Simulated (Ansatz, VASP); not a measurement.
## Two plane-wave programs on AlNi

The input INCAR:

```
SYSTEM = AlNi
  PREC = Accurate
  ENCUT = 600
  EDIFF = 1E-6
  ISMEAR = 0
  SIGMA = 0.1
  LREAL = .False.
  LASPH = .True.
  NELM = 80
  ALGO = Normal
  ISIF = 3
  LWAVE = .False.
  LCHARG = .False.
  GGA = PE
  IBRION = 2
  NSW = 100
  EDIFFG = -0.01
```

Contents of KPOINTS:

```
regular mesh
0
Gamma
  20 20 20
  0 0 0
```

POSCAR

```
AlNi
1.0
    2.8810000400      0.0000000000      0.0000000000
    0.0000000000      2.8810000400      0.0000000000
    0.0000000000      0.0000000000      2.8810000400
Al Ni
1 1
Direct
    0.0000000000      0.0000000000      0.0000000000
    0.5000000000      0.5000000000      0.5000000000
```

Input for Ansatz:

```yaml
crystal:
  lattice:
    - [2.88100004, 0.0, 0.0]
    - [0.0, 2.88100004, 0.0]
    - [0.0, 0.0, 2.88100004]
  atoms:
    - { symbol: Al, position: [0.0, 0.0, 0.0] }
    - { symbol: Ni, position: [0.5, 0.5, 0.5] }
basis:
  ecutwfc: 420
kpoints:
  mp_grid: { grid: [20, 20, 20] }
hamiltonian:
  xc: pbe
scf:
  occupations: { method: gaussian, width: 0.1 }
output:
  forces: true
  stress: true
  eigenvalues: true
  write_density: true
  write_potential: true
  elf: true
  volumetric_format: npy
relax:
  adjacent_minimum: "off"
  f_tol: 0.01
  max_steps: 80
  cell: { stress_tol: 0.05 }
```

Alike in both runs: task relaxation of cell and atoms; functional PBE; k mesh 20 × 20 × 20; occupations gaussian, width 0.1 eV; no spin polarisation.

|  | VASP | Ansatz |
| --- | --- | --- |
| version | VASP 6.6.1 | Ansatz 0.2.0 |
| potentials or method | VASP PAW PBE potentials, release 64 (Al, Ni), cutoff 600 eV | scalar-relativistic, plane waves, PAW |
| valence electrons in the cell | 13 | 21 |

|  | VASP | Ansatz | Ansatz less VASP |
| --- | --- | --- | --- |
| gap on the k mesh at the Fermi level, each at its own relaxed structure (eV) | none | none | - |
| relaxed volume (Å³/atom) | 12.11 | 12.11 | 0.000 |
| relaxed length of the cell vector where the two differ most in proportion (Å) | 2.893 | 2.893 | 0.0000 |

A gap of «none» marks a metal or a gap that the smearing closes. VASP's potentials hold 13 valence electrons a cell and Ansatz's 21, so a difference there can come from the potentials and not from the codes.
